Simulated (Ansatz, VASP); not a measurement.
## Sb in VASP and in Ansatz

The input INCAR:

```
ALGO = Normal ; DIPOL = 0.5 0.5 0.388
EDIFF = 1E-6 ; ENCUT = 400
GGA = PE ; GGA_COMPAT = F
IDIPOL = 3 ; ISIF = 2
ISMEAR = 0 ; IVDW = 12
LASPH = T ; LCHARG = F
LDIPOL = T ; LREAL = F
LWAVE = F ; NBANDS = 38
NELM = 120 ; NELMDL = -8
PREC = Accurate ; SIGMA = 0.05
```

The input KPOINTS:

```
k-points
0
Gamma
  9 9 1
```

File POSCAR:

```
Sb
1.0
    4.0686848921      0.0000000000      0.0000000000
   -2.0343424461      3.5235844766      0.0000000000
    0.0000000000      0.0000000000     20.8000277116
Sb
4
Direct
    0.3333333333      0.6666666667      0.2956733491
    0.6666666667      0.3333333333      0.2163458656
    0.8888888889      0.7777777778      0.5600967399
    0.5555555556      1.1111111111      0.4807692564
```

Input for Ansatz:

```yaml
crystal:
  lattice:
    - [4.0686853555, 0.0, 0.0]
    - [-2.0343426777, 3.5235848779, 0.0]
    - [0.0, 0.0, 20.8000291998]
  atoms:
    - { symbol: Sb, position: [0.3333333333, 0.6666666667, 0.2956733638] }
    - { symbol: Sb, position: [0.6666666667, 0.3333333333, 0.2163458501] }
    - { symbol: Sb, position: [0.8888888889, 0.7777777778, 0.5600967714] }
    - { symbol: Sb, position: [0.5555555556, 1.1111111111, 0.4807692578] }
basis:
  ecutwfc: 420
kpoints:
  mp_grid: { grid: [9, 9, 1] }
hamiltonian:
  xc: pbe
  dispersion: d3bj
scf:
  occupations: { method: gaussian, width: 0.05 }
output:
  forces: true
  eigenvalues: true
efield:
  axis: 3
  dipole_correction: true
  ramp_width: 0.04
```

Alike in both runs: task single point; functional PBE; dispersion D3(BJ); k mesh 9 × 9 × 1; occupations gaussian, width 0.05 eV; no spin polarisation.

|  | VASP | Ansatz |
| --- | --- | --- |
| version | VASP 6.6.1 | Ansatz 0.2.0 |
| potentials or method | VASP PAW PBE potentials, release 64 (Sb_d_GW), cutoff 400 eV | scalar-relativistic, plane waves, PAW |
| valence electrons in the cell | 60 | 60 |

Ansatz gave:

- gap on the k mesh at the Fermi level (eV): 0.88
- least direct gap on the mesh (eV): 1.51
- rms of the force components (eV/Å): 0.042

**Question.** Which values does VASP return?

**Answer.** gap on the k mesh at the Fermi level (eV): 0.88; least direct gap on the mesh (eV): 1.51; rms of the force components (eV/Å): 0.041.

Atom by atom the forces differ by 0.001 eV/Å (rms over components).

Neither program's run includes spin-orbit coupling.
